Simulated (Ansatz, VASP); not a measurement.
## LiNb: VASP beside Ansatz

```
Li Nb
1.0
     2.81654    0.00000    0.00000
     0.00000    2.81654    0.00000
     0.00000    0.00000    3.69168
Li Nb
1 1
Cartesian
  1.4083 1.4083 1.8458
  0.0000 0.0000 0.0000
```

Alike in both runs: task relaxation of cell and atoms; functional PBE; k mesh 6 × 6 × 6; occupations gaussian, width 0.1 eV; no spin polarisation.

```csv
,VASP,Ansatz
version,VASP 6.6.1,Ansatz 0.2.0
potentials or method,"VASP PAW PBE potentials, release 64 (Li_sv, Nb_sv), cutoff 600 eV","scalar-relativistic, plane waves, PAW"
valence electrons in the cell,16,16
```

```tsv
	VASP	Ansatz	Ansatz less VASP
gap on the k mesh at the Fermi level, each at its own relaxed structure (eV)	none	none	-
relaxed volume (Å³/atom)	17.00	17.72	+0.723
relaxed cell length with the largest relative difference (Å)	4.812	5.079	+0.2674
```

A gap of «none» marks a metal or a gap that the smearing closes. One of these differences is far larger than is usual between the two programs; its cause wasn't traced.

The k mesh is coarse, so the values compare programs but aren't converged. Noted on VASP's run: the cutoff is short for stress, so the pressure is rough; the volume moved by over 15 % at a fixed basis, so the end points are rough.
